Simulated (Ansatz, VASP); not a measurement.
**ZnS: VASP beside Ansatz**

Contents of INCAR:

```
PREC = Accurate ; ENCUT = 520
EDIFF = 1E-6 ; ISMEAR = 0
SIGMA = 0.01 ; LREAL = False
LASPH = True ; NELM = 80
ALGO = Normal ; ISIF = 2
LWAVE = False ; LCHARG = False
GGA = CA ; NBANDS = 16
```

KPOINTS

```
Automatic mesh
0
Gamma
  12 12 12
```

Contents of POSCAR:

```
ZnS
1.0
    0.0000000000      2.7405961873      2.7405961873
    2.7405961873      0.0000000000      2.7405961873
    2.7405961873      2.7405961873      0.0000000000
Zn S
1 1
Direct
    0.0000000000      0.0000000000      0.0000000000
    0.2500000000      0.2500000000      0.2500000000
```

Input for Ansatz:

```yaml
crystal:
  lattice:
    - [0.0, 2.7405961873, 2.7405961873]
    - [2.7405961873, 0.0, 2.7405961873]
    - [2.7405961873, 2.7405961873, 0.0]
  atoms:
    - { symbol: Zn, position: [0.0, 0.0, 0.0] }
    - { symbol: S, position: [0.25, 0.25, 0.25] }
scf:
  occupations: { method: fixed }
output:
  forces: true
  stress: true
  eigenvalues: true
  write_density: true
  write_potential: true
  elf: true
  volumetric_format: npy
hamiltonian:
  xc: lda
basis:
  ecutwfc: 500
kpoints:
  mp_grid: { grid: [12, 12, 12] }
```

Alike in both runs: task single point; functional LDA; k mesh 12 × 12 × 12; no spin polarisation.

|  | VASP | Ansatz |
| --- | --- | --- |
| version | VASP 6.6.1 | Ansatz 0.2.0 |
| potentials or method | VASP PAW LDA potentials, release 64 (Zn, S), cutoff 520 eV | scalar-relativistic, plane waves, PAW |
| occupations | gaussian, width 0.01 eV | fixed |
| valence electrons in the cell | 18 | 18 |

```tsv
	VASP	Ansatz	Ansatz less VASP
gap on the k mesh at the Fermi level (eV)	1.70	1.67	-0.028
least direct gap on the mesh (eV)	1.70	1.67	-0.028
pressure (GPa)	-6.9	-7.1	-0.15
```

LDA's correlation is that of Perdew and Zunger in VASP and of Perdew and Wang (1992) in Ansatz.
